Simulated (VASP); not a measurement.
Input of a VASP 6.6.1 run:

INCAR

```
SYSTEM = CdTe
PREC     = Accurate       ! precision mode
ENCUT    = 520            ! plane-wave cutoff, eV
EDIFF    = 1E-6           ! SCF threshold, eV
ISMEAR   = 0              ! smearing method
SIGMA    = 0.05           ! smearing width, eV
LREAL    = .False.        ! projectors in reciprocal space
LASPH    = .True.         ! aspherical terms in the spheres
NELM     = 100            ! most SCF steps
ALGO     = Normal         ! electronic algorithm
ISIF     = 2              ! what is computed and relaxed
LWAVE    = .False.        ! write WAVECAR
LCHARG   = .True.         ! write CHGCAR
GGA      = PE             ! functional
LELF     = .True.         ! ELF
LVHAR    = .True.       
NBANDS   = 16             ! bands
```

File KPOINTS:

```
Automatic mesh
0
Gamma
  8 8 8
  0 0 0
```

POSCAR

```
CdTe
1.0
    0.0000000000      3.1088500000      3.3011500000
    3.1088500000      0.0000000000      3.3011500000
    3.1088500000      3.1088500000      0.0000000000
Cd Te
1 1
Direct
    0.0000000000      0.0000000000      0.0000000000
    0.7500000000      0.7500000000      0.7500000000
```

Potentials or basis: VASP PAW PBE potentials, release 64 (Cd, Te).

Run with:

```console
$ cat potpaw_PBE.64/Cd/POTCAR potpaw_PBE.64/Te/POTCAR > POTCAR
$ mpirun -np 1 vasp_std > vasp.out
```

Problem. Estimate the band gap on the k mesh.

Solution. 0.88 eV, direct.

Problem. Estimate the pressure.

Solution. 6.1 GPa.

Stress tensor (GPa, compression positive):
```
6.43 0.00 0.00
0.00 6.43 0.00
0.00 0.00 5.60
```

Caveat: the cell differs from its parent crystal (strain -0.030 along x and y, +0.030 along z); spin-orbit coupling is left out, which moves the levels of the heavy elements.
